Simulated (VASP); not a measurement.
# Sn (I4_1/amd) in VASP: single point with PBE

Aim: the single point of Sn with PBE.

Everything below comes from runs of VASP 6.6.1. Logs are shortened: lines on timing, memory, paths and dates and some standing lists are left out, and cuts for length are marked.

## Step 1: The cell of the first run

Symmetry: I4_1/amd, No. 141, tetragonal system. Conventional cell: a = 5.931 Å, b = 5.931 Å, c = 3.227 Å, α = 90.00°, β = 90.00°, γ = 90.00°. Within 4.0 Å of Sn (site symmetry -4m2) lie 10 Sn at 3.07 to 3.83 Å.

## Step 2: Single point, PBE

POSCAR

```
Sn
1.0
   -2.9655060673      2.9655060673      1.6137188966
    2.9655060673     -2.9655060673      1.6137188966
    2.9655060673      2.9655060673     -1.6137188966
Sn
2
Direct
   -0.3750000000     -0.1250000000     -0.2500000000
    0.3750000000      0.1250000000      0.2500000000
```

INCAR.step1

```
PREC     = Accurate       # precision mode
ENCUT    = 520            # plane-wave cutoff, eV
EDIFF    = 1E-6           # SCF threshold, eV
ISMEAR   = -1             # smearing method
SIGMA    = 0.05           # smearing width, eV
LREAL    = False          # projectors in reciprocal space
LASPH    = True           # aspherical terms in the spheres
NELM     = 100            # most SCF steps
ALGO     = Normal         # electronic algorithm
ISIF     = 2              # what is computed and relaxed
LWAVE    = False          # write WAVECAR
LCHARG   = True           # write CHGCAR
GGA      = PE             # functional
NBANDS   = 21             # bands
```

KPOINTS.step1

```
Automatic mesh
0
Gamma
  13 13 13
```

INCAR.step2

```
PREC     = Accurate       # precision mode
ENCUT    = 520            # plane-wave cutoff, eV
EDIFF    = 1E-6           # SCF threshold, eV
ISMEAR   = -5             # smearing method
SIGMA    = 0.05           # smearing width, eV
LREAL    = False          # projectors in reciprocal space
LASPH    = True           # aspherical terms in the spheres
NELM     = 100            # most SCF steps
ALGO     = Normal         # electronic algorithm
ISIF     = 2              # what is computed and relaxed
LWAVE    = False          # write WAVECAR
LCHARG   = False          # write CHGCAR
GGA      = PE             # functional
LORBIT   = 11             # projections on sites
NBANDS   = 21             # bands
NEDOS    = 1001           # points of the DOS
ICHARG   = 11             # starting density
```

KPOINTS.step2

```
Automatic mesh
0
Gamma
  20 20 20
```

Potentials or basis: VASP PAW PBE potentials, release 64 (Sn_d).

Launch:

```bash
$ cat potpaw_PBE.64/Sn_d/POTCAR > POTCAR
$ cp INCAR.step1 INCAR
$ cp KPOINTS.step1 KPOINTS
$ mpirun -np 1 vasp_std > vasp.out
$ cp INCAR.step2 INCAR
$ cp KPOINTS.step2 KPOINTS
$ mpirun -np 1 vasp_std > vasp.out
```

OUTCAR:

```text
PREC = Accurate
   ENCUT = 520
   EDIFF = 1E-6
   ISMEAR = -5
   LREAL = False
   LASPH = True
   NELM = 100
   ISIF = 2
   GGA = PE
   LORBIT = 11
   ICHARG = 11

 ion  position               nearest neighbor table
   1  0.625  0.875  0.750-   2 3.07   2 3.07   2 3.07   2 3.07
   2  0.375  0.125  0.250-   1 3.07   1 3.07   1 3.07   1 3.07

  LATTYP: Found a body centered tetragonal cell.
 ALAT       =     5.9310121346
 C/A-ratio  =     0.5441630737

  Lattice vectors:

 A1 = (  -2.9655060673,   2.9655060673,   1.6137188966)
 A2 = (   2.9655060673,  -2.9655060673,   1.6137188966)
 A3 = (   2.9655060673,   2.9655060673,  -1.6137188966)

Analysis of symmetry for initial positions (statically):
=====================================================================
 Subroutine PRICEL returns:
 Original cell was already a primitive cell.

 Routine SETGRP: Setting up the symmetry group for a
 body centered tetragonal supercell.

 Subroutine GETGRP returns: Found 16 space group operations
 (whereof  4 operations were pure point group operations)
 out of a pool of 16 trial point group operations.

The static configuration has the point symmetry C_2h.
 The point group associated with its full space group is D_4h.

Analysis of symmetry for dynamics (positions and initial velocities):
=====================================================================
 Subroutine PRICEL returns:
 Original cell was already a primitive cell.

 Routine SETGRP: Setting up the symmetry group for a
 body centered tetragonal supercell.

 Subroutine GETGRP returns: Found 16 space group operations
 (whereof  4 operations were pure point group operations)
 out of a pool of 16 trial point group operations.

The dynamic configuration has the point symmetry C_2h.
 The point group associated with its full space group is D_4h.

 Subroutine INISYM returns: Found 16 space group operations
 (whereof  4 operations are pure point group operations),
 and found     1 'primitive' translations

----------------------------------------------------------------------------------------

                                     Primitive cell

  volume of cell :      56.7656

  direct lattice vectors                    reciprocal lattice vectors
[... 85 lines left out ...]
   LSORBIT =      F    spin-orbit coupling
   LASPH  =      T    aspherical Exc in radial PAW
   ENCUT  =  520.0 eV  38.22 Ry    6.18 a.u.   8.36  8.36  8.36*2*pi/ulx,y,z
   NELM   =    100;   NELMIN=  2; NELMDL=  0     # of ELM steps
   EDIFF  = 0.1E-05   stopping-criterion for ELM
   LREAL  =      F    real-space projection
   EDIFFG = 0.1E-04   stopping-criterion for IOM
   NSW    =      0    number of steps for IOM
   IBRION =     -1    ionic relax: 0-MD 1-quasi-New 2-CG
   NFREE  =      0    steps in history (QN), initial steepest desc. (CG)
   ISIF   =      2    stress and relaxation
   ISYM   =      2    0-nonsym 1-usesym 2-fastsym
   POTIM  = 0.5000    time-step for ionic-motion
   TEBEG  =    0.0;   TEEND  =   0.0 temperature during run
   PSTRESS=    0.0 pullay stress
   NELECT =      28.0000    total number of electrons
   NUPDOWN=      -1.0000    fix difference up-down
   EMIN   =  10.00;   EMAX   =-10.00  energy-range for DOS
   EFERMI =   0.00;   METHOD = LEGACY
   ISMEAR =    -5;   SIGMA  =   0.05  broadening in eV -4-tet -1-fermi 0-gaus
   EFERMI_NEDOS =   21; number of points for ismear=-14 and -15
   IALGO  =     38    algorithm
   IMIX   =      4    mixing-type and parameters
     AMIX     =   0.40;   BMIX     =  1.00
     AMIX_MAG =   1.60;   BMIX_MAG =  1.00
  volume/ion in A,a.u.               =      28.38       191.54
  Fermi-wavevector in a.u.,A,eV,Ry     =   1.293498  2.444356 22.764402  1.673136
  Thomas-Fermi vector in A             =   2.425140
   LORBIT       =     11    0 simple, 1 ext, 2 COOP (PROOUT), +10 PAW based schemes
   GGA     = PE    functional components
   LHFCALC =     F    Hartree Fock is set to
   AEXX    =    0.0000 exact exchange contribution
   IVDW    =     0    specifies the selected vdW correction
   LEPSILON=     F    determine dielectric tensor
   LRPA    =     F    only Hartree local field effects (RPA)
 non-spin polarized calculation
 Fermi weights with tetrahedron method with Bloechl corrections
  energy-cutoff  :      520.00
  volume of cell :       56.77
 maximum number of plane-waves:      1549
 NGX is ok and might be reduce to    36

 number of electron      27.9999990 magnetization

 Free energy of the ion-electron system (eV)
  ---------------------------------------------------
  ext. energy  EPLUGINS =         0.00000000
  ---------------------------------------------------
  free energy    TOTEN  =        -7.61154555 eV

  energy without entropy =       -7.61154555  energy(sigma->0) =       -7.61154555

 E-fermi :   7.4253     XC(G=0): -10.0960

 val. band max:        7.5304057039   @ k =   0.5000   0.5000   0.0500
 cond. band min:       7.3511482477   @ k =  -0.4500   0.1000   0.0500
 fundamental gap:     -0.1792574562
 Fermi energy:         7.4252910556

 k-point     1 :       0.0000    0.0000    0.0000
  band No.  band energies     occupation
      1     -14.1668      2.00000
      2     -14.0952      2.00000
      3     -14.0529      2.00000
      4     -14.0456      2.00000
      5     -13.9157      2.00000
      6     -13.9157      2.00000
[... 565 lines left out ...]
     20      14.4933      0.00000
     21      16.2038      0.00000

 [... further k-points ...]
[... 5 lines left out ...]
  --------------------------------------------------------------------------------------
  -------------------------------------------------------------------------------------
  Total        0.0185822      0.0185822      0.0051969     -0.0000000     -0.0000000      0.0000000
  in kB        0.5244723      0.5244723      0.1466799     -0.0000000     -0.0000000      0.0000000
  external PRESSURE =       0.3985415 kB  Pullay stress =       0.0000000 kB

 VOLUME and BASIS-vectors are now :
 -----------------------------------------------------------------------------
  energy-cutoff  :      520.00
  volume of cell :       56.77
      direct lattice vectors                 reciprocal lattice vectors
    -2.965506067  2.965506067  1.613718897     0.000000000  0.168605286  0.309843307
     2.965506067 -2.965506067  1.613718897     0.168605286  0.000000000  0.309843307
     2.965506067  2.965506067 -1.613718897     0.168605286  0.168605286  0.000000000

 POSITION                                       TOTAL-FORCE (eV/Angst)
 -----------------------------------------------------------------------------------
      2.96551      1.48275      1.21029         0.000000     -0.000000      0.000000
     -0.00000      1.48275      0.40343        -0.000000      0.000000     -0.000000
 -----------------------------------------------------------------------------------
    total drift:                               -0.000000     -0.000000      0.000000

  FREE ENERGIE OF THE ION-ELECTRON SYSTEM (eV)
  ---------------------------------------------------
  free  energy   TOTEN  =        -7.6115455452 eV

  energy  without entropy=       -7.6115455452  energy(sigma->0) =       -7.61154555

 total charge

# of ion       s       p       d       tot
------------------------------------------
    1        1.241   0.980   9.969  12.190
    2        1.241   0.980   9.969  12.190
--------------------------------------------------
tot          2.482   1.960  19.938  24.379
```

OSZICAR.step1:

```text
N       E                     dE             d eps       ncg     rms          rms(c)
DAV:   1     0.217966399030E+03    0.21797E+03   -0.14745E+04  8351   0.207E+03
DAV:   2     0.148470333559E+02   -0.20312E+03   -0.19890E+03  8272   0.444E+02
DAV:   3    -0.695131436713E+01   -0.21798E+02   -0.21625E+02  9573   0.133E+02
DAV:   4    -0.761115007078E+01   -0.65984E+00   -0.65946E+00  9283   0.258E+01
DAV:   5    -0.763417779714E+01   -0.23028E-01   -0.23027E-01 11397   0.471E+00    0.219E+00
DAV:   6    -0.762038392020E+01    0.13794E-01   -0.30777E-02 11200   0.238E+00    0.123E+00
DAV:   7    -0.761761047424E+01    0.27734E-02   -0.18347E-02 11117   0.185E+00    0.160E-01
DAV:   8    -0.761759324260E+01    0.17232E-04   -0.20234E-03 10055   0.588E-01    0.348E-02
DAV:   9    -0.761760466480E+01   -0.11422E-04   -0.67019E-05 11149   0.730E-02    0.129E-02
DAV:  10    -0.761760359382E+01    0.10710E-05   -0.68133E-06  9873   0.340E-02    0.126E-03
DAV:  11    -0.761760376450E+01   -0.17068E-06   -0.32830E-07  5436   0.794E-03
   1 F= -.76176038E+01 E0= -.76138917E+01  d E =-.742408E-02
```

Run time: 16 min. Hardware: 1 thread of Oxide Virtual Turin-like, shared host; peak memory 0.66 GiB.

What came out:

```yaml
Valence_electrons_inside_the_program's_atomic_spheres: Sn 12.19
```

Levels at points of the mesh, in eV from the Fermi level:
| k point | band 11 | band 12 | band 13 | band 14 | band 15 | band 16 | band 17 | band 18 |
| --- | --- | --- | --- | --- | --- | --- | --- | --- |
| (0.00, 0.00, 0.00) | -10.80 | -3.77 | -1.86 | -1.86 | 3.05 | 6.00 | 6.00 | 6.57 |
| (0.50, 0.00, 0.00) | -6.82 | -5.25 | -2.33 | -1.60 | -1.05 | 2.30 | 2.75 | 4.48 |
| (0.50, 0.50, 0.00) | -8.65 | -8.65 | 0.60 | 0.60 | 1.50 | 1.50 | 5.85 | 5.85 |
| (0.50, 0.50, 0.50) | -7.43 | -7.43 | -4.55 | -4.55 | 4.92 | 4.92 | 8.95 | 8.95 |

Caveat: spin-orbit coupling is left out, which moves the levels of the heavy elements.
